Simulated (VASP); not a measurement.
# LiCl (F-43m) in VASP: further runs

LiCl is run at these levels: PBE; tasks: single point.

Program: VASP 6.6.1. These are calculated values, not measurements. Logs are shortened: lines on timing, memory, paths and dates and some standing lists are left out, and cuts for length are marked.

**1. The cell of the first run**

It takes space group F-43m (No. 216, cubic). The conventional cell has a = 5.466 Å, b = 5.466 Å, c = 5.466 Å, α = 90.00°, β = 90.00°, γ = 90.00°. Li (site symmetry -43m) has 4 Cl at 2.37 Å within 3.1 Å. Cl (site symmetry -43m) has 4 Li at 2.37 Å within 3.1 Å.

**2. Single point, PBE**

Contents of INCAR:

```
SYSTEM = LiCl
PREC = Accurate
ENCUT = 520
EDIFF = 1E-6
ISMEAR = 0
SIGMA = 0.01
LREAL = .False.
LASPH = .True.
NELM = 60
ALGO = Normal
ISIF = 2
LWAVE = .False.
LCHARG = .False.
GGA = PE
NBANDS = 12
```

Contents of KPOINTS:

```
regular mesh
0
Gamma
  4 4 4
  0 0 0
```

Contents of POSCAR:

```
LiCl
1.0
    0.0000000000      2.7330425290      2.7330425290
    2.7330425290      0.0000000000      2.7330425290
    2.7330425290      2.7330425290      0.0000000000
Li Cl
1 1
Direct
    0.0000000000      0.0000000000      0.0000000000
    0.2500000000      0.2500000000      0.2500000000
```

Potentials or basis: VASP PAW PBE potentials, release 64 (Li_sv, Cl).

Command:

```
> cat potpaw_PBE.64/Li_sv/POTCAR potpaw_PBE.64/Cl/POTCAR > POTCAR
> mpirun -np 1 vasp_std > vasp.out
```

OUTCAR:

```text
SYSTEM = LiCl
   PREC = Accurate
   ENCUT = 520
   EDIFF = 1E-6
   ISMEAR = 0
   LREAL = .False.
   LASPH = .True.
   NELM = 60
   ISIF = 2
   GGA = PE

 ion  position               nearest neighbor table
   1  0.000  0.000  0.000-   2 2.37   2 2.37   2 2.37   2 2.37
   2  0.250  0.250  0.250-   1 2.37   1 2.37   1 2.37   1 2.37

  LATTYP: Found a face centered cubic cell.
 ALAT       =     5.4660850580

  Lattice vectors:

 A1 = (   0.0000000000,   2.7330425290,   2.7330425290)
 A2 = (   2.7330425290,   0.0000000000,   2.7330425290)
 A3 = (   2.7330425290,   2.7330425290,   0.0000000000)

Analysis of symmetry for initial positions (statically):
=====================================================================
 Subroutine PRICEL returns:
 Original cell was already a primitive cell.

 Routine SETGRP: Setting up the symmetry group for a
 face centered cubic supercell.

 Subroutine GETGRP returns: Found 24 space group operations
 (whereof 24 operations were pure point group operations)
 out of a pool of 48 trial point group operations.

The static configuration has the point symmetry T_d .

Analysis of symmetry for dynamics (positions and initial velocities):
=====================================================================
 Subroutine PRICEL returns:
 Original cell was already a primitive cell.

 Routine SETGRP: Setting up the symmetry group for a
 face centered cubic supercell.

 Subroutine GETGRP returns: Found 24 space group operations
 (whereof 24 operations were pure point group operations)
 out of a pool of 48 trial point group operations.

The dynamic configuration has the point symmetry T_d .

 Subroutine INISYM returns: Found 24 space group operations
 (whereof 24 operations are pure point group operations),
 and found     1 'primitive' translations

----------------------------------------------------------------------------------------

                                     Primitive cell

  volume of cell :      40.8290

  direct lattice vectors                    reciprocal lattice vectors
     0.000000000  2.733042529  2.733042529    -0.182946293  0.182946293  0.182946293
     2.733042529  0.000000000  2.733042529     0.182946293 -0.182946293  0.182946293
     2.733042529  2.733042529  0.000000000     0.182946293  0.182946293 -0.182946293

  length of vectors
     3.865105811  3.865105811  3.865105811     0.316872275  0.316872275  0.316872275

  position of ions in fractional coordinates (direct lattice)
     0.000000000  0.000000000  0.000000000
     0.250000000  0.250000000  0.250000000

  ion indices of the primitive-cell ions
   primitive index   ion index
                 1           1
                 2           2

----------------------------------------------------------------------------------------

 KPOINTS: regular mesh

Automatic generation of k-mesh.
 Grid dimensions read from file:
 generate k-points for:    4    4    4

 Generating k-lattice:

  Cartesian coordinates                     Fractional coordinates (reciprocal lattice)
    -0.045736573  0.045736573  0.045736573     0.250000000  0.000000000  0.000000000
     0.045736573 -0.045736573  0.045736573     0.000000000  0.250000000  0.000000000
     0.045736573  0.045736573 -0.045736573     0.000000000  0.000000000  0.250000000

  Length of vectors
     0.079218069  0.079218069  0.079218069

  Shift w.r.t. Gamma in fractional coordinates (k-lattice)
     0.000000000  0.000000000  0.000000000

 Subroutine IBZKPT returns following result:
 ===========================================

 Found      8 irreducible k-points:

 Following reciprocal coordinates:
            Coordinates               Weight
  0.000000  0.000000  0.000000      1.000000
  0.250000  0.000000  0.000000      8.000000
  0.500000  0.000000  0.000000      4.000000
  0.250000  0.250000  0.000000      6.000000
  0.500000  0.250000  0.000000     24.000000
 -0.250000  0.250000  0.000000     12.000000
  0.500000  0.500000  0.000000      3.000000
 -0.250000  0.500000  0.250000      6.000000
   k-points           NKPTS =      8   k-points in BZ     NKDIM =      8   number of bands    NBANDS=     12
   number of dos      NEDOS =    301   number of ions     NIONS =      2
   total plane-waves  NPLWV =  27000
   dimension x,y,z NGX =    30 NGY =   30 NGZ =   30
   dimension x,y,z NGXF=    60 NGYF=   60 NGZF=   60
   ions per type =               1   1
   NGX,Y,Z   is equivalent  to a cutoff of  12.90, 12.90, 12.90 a.u.
   NGXF,Y,Z  is equivalent  to a cutoff of  25.81, 25.81, 25.81 a.u.
 SYSTEM =  LiCl
   PREC   = accura    normal or accurate (medium, high low for compatibility)
   ISTART =      0    job   : 0-new  1-cont  2-samecut
   ICHARG =      2    charge: 1-file 2-atom 10-const
   ISPIN  =      1    spin polarized calculation?
   LNONCOLLINEAR =      F non collinear calculations
   LSORBIT =      F    spin-orbit coupling
   LASPH  =      T    aspherical Exc in radial PAW
   ENCUT  =  520.0 eV  38.22 Ry    6.18 a.u.   7.19  7.19  7.19*2*pi/ulx,y,z
   NELM   =     60;   NELMIN=  2; NELMDL= -5     # of ELM steps
   EDIFF  = 0.1E-05   stopping-criterion for ELM
   LREAL  =      F    real-space projection
   EDIFFG = 0.1E-04   stopping-criterion for IOM
   NSW    =      0    number of steps for IOM
   IBRION =     -1    ionic relax: 0-MD 1-quasi-New 2-CG
   NFREE  =      0    steps in history (QN), initial steepest desc. (CG)
   ISIF   =      2    stress and relaxation
   ISYM   =      2    0-nonsym 1-usesym 2-fastsym
   POTIM  = 0.5000    time-step for ionic-motion
   TEBEG  =    0.0;   TEEND  =   0.0 temperature during run
   PSTRESS=    0.0 pullay stress
   NELECT =      10.0000    total number of electrons
   NUPDOWN=      -1.0000    fix difference up-down
   EMIN   =  10.00;   EMAX   =-10.00  energy-range for DOS
   EFERMI =   0.00;   METHOD = LEGACY
   ISMEAR =     0;   SIGMA  =   0.01  broadening in eV -4-tet -1-fermi 0-gaus
   EFERMI_NEDOS =   21; number of points for ismear=-14 and -15
   IALGO  =     38    algorithm
   IMIX   =      4    mixing-type and parameters
     AMIX     =   0.40;   BMIX     =  1.00
     AMIX_MAG =   1.60;   BMIX_MAG =  1.00
  volume/ion in A,a.u.               =      20.41       137.76
  Fermi-wavevector in a.u.,A,eV,Ry     =   1.024279  1.935607 14.274529  1.049148
  Thomas-Fermi vector in A             =   2.158058
   LORBIT       =      0    0 simple, 1 ext, 2 COOP (PROOUT), +10 PAW based schemes
   GGA     = PE    functional components
   LHFCALC =     F    Hartree Fock is set to
   AEXX    =    0.0000 exact exchange contribution
   IVDW    =     0    specifies the selected vdW correction
   LEPSILON=     F    determine dielectric tensor
   LRPA    =     F    only Hartree local field effects (RPA)
 non-spin polarized calculation
 Gauss-broadening in eV      SIGMA  =   0.01
  energy-cutoff  :      520.00
  volume of cell :       40.83
 maximum number of plane-waves:      1124
 NGX is ok and might be reduce to    30
   NGX = 15   NGY = 15   NGZ = 15

 number of electron      10.0000001 magnetization

 Free energy of the ion-electron system (eV)
  ---------------------------------------------------
  ext. energy  EPLUGINS =         0.00000000
  ---------------------------------------------------
  free energy    TOTEN  =        -7.42371239 eV

  energy without entropy =       -7.42371239  energy(sigma->0) =       -7.42371239

 E-fermi :  -1.0445     XC(G=0):  -7.7273

 val. band max:       -1.1384335698   @ k =   0.0000   0.0000   0.0000
 cond. band min:       4.9161980509   @ k =   0.0000   0.0000   0.0000
 fundamental gap:      6.0546316207
 Fermi energy:        -1.0444885515

 k-point     1 :       0.0000    0.0000    0.0000
  band No.  band energies     occupation
      1     -43.9817      2.00000
      2     -13.8726      2.00000
      3      -1.1384      2.00000
      4      -1.1384      2.00000
      5      -1.1384      2.00000
      6       4.9162      0.00000
      7       9.0396      0.00000
      8       9.0396      0.00000
      9       9.0396      0.00000
     10      13.3980      0.00000
     11      13.3980      0.00000
     12      16.5825      0.00000

 k-point     2 :       0.2500    0.0000    0.0000
  band No.  band energies     occupation
      1     -43.9810      2.00000
      2     -13.7299      2.00000
      3      -2.2742      2.00000
      4      -1.2908      2.00000
      5      -1.2908      2.00000
      6       6.1887      0.00000
      7       9.3498      0.00000
      8       9.4268      0.00000
      9       9.4268      0.00000
     10      12.7106      0.00000
     11      12.7106      0.00000
     12      15.0342      0.00000

 k-point     3 :       0.5000    0.0000    0.0000
  band No.  band energies     occupation
      1     -43.9802      2.00000
      2     -13.5765      2.00000
      3      -3.1702      2.00000
      4      -1.4305      2.00000
      5      -1.4305      2.00000
      6       7.2463      0.00000
      7       9.2090      0.00000
      8       9.2090      0.00000
      9       9.6166      0.00000
     10      15.0253      0.00000
     11      15.0253      0.00000
     12      15.3034      0.00000

 k-point     4 :       0.2500    0.2500    0.0000
  band No.  band energies     occupation
      1     -43.9807      2.00000
      2     -13.6838      2.00000
      3      -2.1137      2.00000
      4      -1.5873      2.00000
      5      -1.5873      2.00000
      6       6.0835      0.00000
      7       9.0761      0.00000
      8      10.3335      0.00000
      9      10.4005      0.00000
     10      10.4005      0.00000
     11      14.3287      0.00000
     12      18.3515      0.00000

 k-point     5 :       0.5000    0.2500    0.0000
  band No.  band energies     occupation
      1     -43.9800      2.00000
      2     -13.5314      2.00000
      3      -2.8073      2.00000
      4      -1.9754      2.00000
      5      -1.7208      2.00000
      6       6.7904      0.00000
      7       8.9129      0.00000
      8      10.3376      0.00000
      9      10.6524      0.00000
     10      12.6504      0.00000
     11      15.1404      0.00000
     12      15.7862      0.00000

 k-point     6 :      -0.2500    0.2500    0.0000
  band No.  band energies     occupation
      1     -43.9802      2.00000
      2     -13.5808      2.00000
      3      -2.6918      2.00000
      4      -2.0109      2.00000
      5      -1.4417      2.00000
      6       7.7052      0.00000
      7       8.1926      0.00000
      8      10.0881      0.00000
      9      10.1302      0.00000
     10      12.0913      0.00000
     11      14.4388      0.00000
     12      15.7712      0.00000

 k-point     7 :       0.5000    0.5000    0.0000
  band No.  band energies     occupation
      1     -43.9797      2.00000
      2     -13.4848      2.00000
      3      -2.7847      2.00000
      4      -1.9803      2.00000
      5      -1.9803      2.00000
      6       5.5026      0.00000
      7       8.5226      0.00000
      8      12.3684      0.00000
      9      12.8071      0.00000
     10      12.8071      0.00000
     11      15.7936      0.00000
     12      15.9743      0.00000

 k-point     8 :      -0.2500    0.5000    0.2500
  band No.  band energies     occupation
      1     -43.9798      2.00000
      2     -13.4810      2.00000
      3      -2.5536      2.00000
      4      -2.2692      2.00000
      5      -2.1253      2.00000
      6       7.0147      0.00000
      7       9.6428      0.00000
      8       9.6968      0.00000
      9      10.7857      0.00000
     10      13.0214      0.00000
     11      15.2313      0.00000
     12      15.9693      0.00000

------------------------ aborting loop because EDIFF is reached ----------------------------------------

  FORCE on cell =-STRESS in cart. coord.  units (eV):
  Direction    XX          YY          ZZ          XY          YZ          ZX
  --------------------------------------------------------------------------------------
  -------------------------------------------------------------------------------------
  Total        0.1621062      0.1621062      0.1621062      0.0000000      0.0000000     -0.0000000
  in kB        6.3612295      6.3612295      6.3612295      0.0000000      0.0000000     -0.0000000
  external PRESSURE =       6.3612295 kB  Pullay stress =       0.0000000 kB

 VOLUME and BASIS-vectors are now :
 -----------------------------------------------------------------------------
  energy-cutoff  :      520.00
  volume of cell :       40.83
      direct lattice vectors                 reciprocal lattice vectors
     0.000000000  2.733042529  2.733042529    -0.182946293  0.182946293  0.182946293
     2.733042529  0.000000000  2.733042529     0.182946293 -0.182946293  0.182946293
     2.733042529  2.733042529  0.000000000     0.182946293  0.182946293 -0.182946293

 POSITION                                       TOTAL-FORCE (eV/Angst)
 -----------------------------------------------------------------------------------
      0.00000      0.00000      0.00000        -0.000000     -0.000000     -0.000000
      1.36652      1.36652      1.36652         0.000000      0.000000      0.000000
 -----------------------------------------------------------------------------------
    total drift:                                0.000000      0.000000      0.000000

  FREE ENERGIE OF THE ION-ELECTRON SYSTEM (eV)
  ---------------------------------------------------
  free  energy   TOTEN  =        -7.4237123889 eV

  energy  without entropy=       -7.4237123889  energy(sigma->0) =       -7.42371239
```

It took 8.6 s on 1 thread of Intel Xeon 8259CL, shared host; peak memory 0.16 GiB.

What came out:

| Property | Result |
| --- | --- |
| Free energy | -7.4237 eV |
| Band gap on the k mesh | 6.05 eV, direct |

Levels at points of the mesh, in eV from the valence-band top:
| k point | band 2 | band 3 | band 4 | band 5 | band 6 | band 7 | band 8 | band 9 |
| --- | --- | --- | --- | --- | --- | --- | --- | --- |
| (0.00, 0.00, 0.00) | -12.73 | 0.00 | 0.00 | 0.00 | 6.05 | 10.18 | 10.18 | 10.18 |
| (0.50, 0.00, 0.00) | -12.44 | -2.03 | -0.29 | -0.29 | 8.38 | 10.35 | 10.35 | 10.76 |
| (0.50, 0.50, 0.00) | -12.35 | -1.65 | -0.84 | -0.84 | 6.64 | 9.66 | 13.51 | 13.95 |

Caveat: the k points lie up to 0.50 Å⁻¹ apart; the cutoff is under 1.25 times the usual one of these potentials, so pressure, stress and relaxed cells hold a basis-set (Pulay) error. Expect the measured gap to be larger: semilocal functionals such as PBE lack the derivative discontinuity.

**3. Single point, PBE (volume changed by -5%)**

Contents of INCAR:

```
ALGO = Normal
EDIFF = 1E-6
ENCUT = 520
GGA = PE
ISIF = 2
ISMEAR = 0
LASPH = T
LCHARG = T
LELF = T
LREAL = F
LVHAR = T
LWAVE = F
NBANDS = 12
NELM = 80
PREC = Accurate
SIGMA = 0.01
```

Contents of KPOINTS:

```
k-points
0
Gamma
  4 4 4
```

Contents of POSCAR:

```
LiCl
1.0
    0.0000000000      2.6867108237      2.6867108237
    2.6867108237      0.0000000000      2.6867108237
    2.6867108237      2.6867108237      0.0000000000
Li Cl
1 1
Direct
    0.0000000000      0.0000000000      0.0000000000
    0.2500000000      0.2500000000      0.2500000000
```

Potentials or basis: VASP PAW PBE potentials, release 64 (Li_sv, Cl).

Command:

```
> cat potpaw_PBE.64/Li_sv/POTCAR potpaw_PBE.64/Cl/POTCAR > POTCAR
> mpirun -np 1 vasp_std > vasp.out
```

Run time: 7.7 s. Hardware: 1 thread of Intel Xeon 8259CL, shared host; peak memory 0.15 GiB.

The run converged. Its results:

* Free energy: -7.4049 eV
* Band gap on the k mesh: 6.24 eV, direct

Levels at points of the mesh, in eV from the valence-band top:
| k point | band 2 | band 3 | band 4 | band 5 | band 6 | band 7 | band 8 | band 9 |
| --- | --- | --- | --- | --- | --- | --- | --- | --- |
| (0.00, 0.00, 0.00) | -12.85 | 0.00 | 0.00 | 0.00 | 6.24 | 10.24 | 10.24 | 10.24 |
| (0.50, 0.00, 0.00) | -12.52 | -2.20 | -0.32 | -0.32 | 8.54 | 10.41 | 10.41 | 11.04 |
| (0.50, 0.50, 0.00) | -12.41 | -1.77 | -0.92 | -0.92 | 6.61 | 9.71 | 14.01 | 14.32 |

Caveat: the k points lie up to 0.51 Å⁻¹ apart; the cutoff is under 1.25 times the usual one of these potentials, so pressure, stress and relaxed cells hold a basis-set (Pulay) error.
